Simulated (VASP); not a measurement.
Ni:

```
Ni
1.0
     0.00000    1.76194    1.76194
     1.76194    0.00000    1.76194
     1.76194    1.76194    0.00000
Ni
1
Direct
  0.00000 0.00000 0.00000
```

| Item | Value |
| --- | --- |
| Program | VASP 6.6.1 |
| Task | relaxation of volume and atoms at fixed shape |
| Functional | LDA |
| Potentials or basis | VASP PAW LDA potentials, release 64 (Ni) |
| Cutoff | 600 eV |
| k mesh | 10 × 10 × 10 |
| Occupations | methfessel-paxton, width 0.05 eV |
| Spin | collinear spin, ferromagnetic start |
| Starting moments | [1.5] μB |

At the start: pressure -17.5 GPa; volume 10.94 Å³/atom.

Q: Where does the relaxation end?

A: Over 4 steps the energy falls by 54.1 meV/atom and the volume is 10.03 Å³/atom (-8.3 %); space group Fm-3m (No. 225, to 0.05 Å); moment 0.64 μB per cell.

Step by step:
| step | energy change (eV) | largest force (eV/Å) | pressure (GPa) | volume (Å³) |
| --- | --- | --- | --- | --- |
| 1 | 0.0000 | 0.0000 | -17.54 | 10.94 |
| 2 | 0.0200 | 0.0000 | 29.40 | 9.15 |
| 3 | -0.0541 | 0.0000 | -0.37 | 10.05 |
| 4 | -0.0541 | 0.0000 | 0.04 | 10.03 |

Final structure:
```yaml
crystal:
  lattice:
    - [0.00000, 1.71196, 1.71196]
    - [1.71196, 0.00000, 1.71196]
    - [1.71196, 1.71196, 0.00000]
  atoms:
    - { symbol: Ni, position: [0.00000, 0.00000, 0.00000] }
```
